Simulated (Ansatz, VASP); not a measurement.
## BiH4: VASP beside Ansatz

```
Bi H
1.0
    -2.45971    2.45971    2.45971
     2.45971   -2.45971    2.45971
     2.45971    2.45971   -2.45971
Bi H
1 4
Direct
  0.00000 0.00000 0.00000
  0.50000 0.50000 0.50000
  0.50000 0.00000 0.00000
  0.00000 0.00000 0.50000
  0.00000 0.50000 0.00000
```

Change from the starting cell: species swapped into the Hg4Pt type (Im-3m, No. 229).

Alike in both runs: task single point; functional PBE; k mesh 6 × 6 × 6; occupations gaussian, width 0.1 eV; no spin polarisation.

|  | VASP | Ansatz |
| --- | --- | --- |
| version | VASP 6.6.1 | Ansatz 0.2.0 |
| potentials or method | VASP PAW PBE potentials, release 64 (Bi_d, H), cutoff 520 eV | scalar-relativistic, plane waves, PAW |
| valence electrons in the cell | 19 | 19 |

```csv
,VASP,Ansatz,Ansatz less VASP
gap on the k mesh at the Fermi level (eV),none,none,-
pressure (GPa),-0.3,-0.2,+0.11
```

A gap of «none» marks a metal or a gap that the smearing closes.

Spin-orbit coupling is off throughout.
